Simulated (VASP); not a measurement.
A run of VASP 6.6.1 is set up as follows.

INCAR

```
SYSTEM = Hf
ALGO     = Fast           ! electronic algorithm
EDIFF    = 1E-6           ! SCF threshold, eV
ENCUT    = 520            ! plane-wave cutoff, eV
GGA      = PS             ! functional
ISIF     = 2              ! what is computed and relaxed
ISMEAR   = 0              ! smearing method
LASPH    = .True.         ! aspherical terms in the spheres
LCHARG   = .False.        ! write CHGCAR
LREAL    = .False.        ! projectors in reciprocal space
LWAVE    = .False.        ! write WAVECAR
NBANDS   = 17             ! bands
NELM     = 60             ! most SCF steps
PREC     = Accurate       ! precision mode
SIGMA    = 0.1            ! smearing width, eV
```

KPOINTS

```
k-points
0
Gamma
  6 6 4
  0 0 0
```

Contents of POSCAR:

```
Hf
1.0
    3.0870934834      0.0000000000      0.0000000000
   -1.5435467417      2.6735013805      0.0000000000
    0.0000000000      0.0000000000      4.8864448647
Hf
2
Direct
    0.3333333333      0.6666666667      0.2500000000
    0.6666666667      0.3333333333      0.7500000000
```

Potentials or basis: VASP PAW PBE potentials, release 64 (Hf_pv).

The run is started by

```sh
$ cat potpaw_PBE.64/Hf_pv/POTCAR > POTCAR
$ mpirun -np 1 vasp_std > vasp.out
```

Q: Predict the pressure.

A: 8.1 GPa.

Q: Predict the band gap on the k mesh.

A: Zero (bands 10 and 11 overlap by 1.24 eV).

Stress tensor (GPa, compression positive):
```
7.95 0.00 0.00
0.00 7.95 0.00
0.00 0.00 8.54
```

Caveat: the k points lie up to 0.39 Å⁻¹ apart, too coarse for converged energies and pressures of a metal; the PAW data sets were made with another functional, which shifts forces and pressure a little; spin-orbit coupling is left out, which moves the levels of the heavy elements.
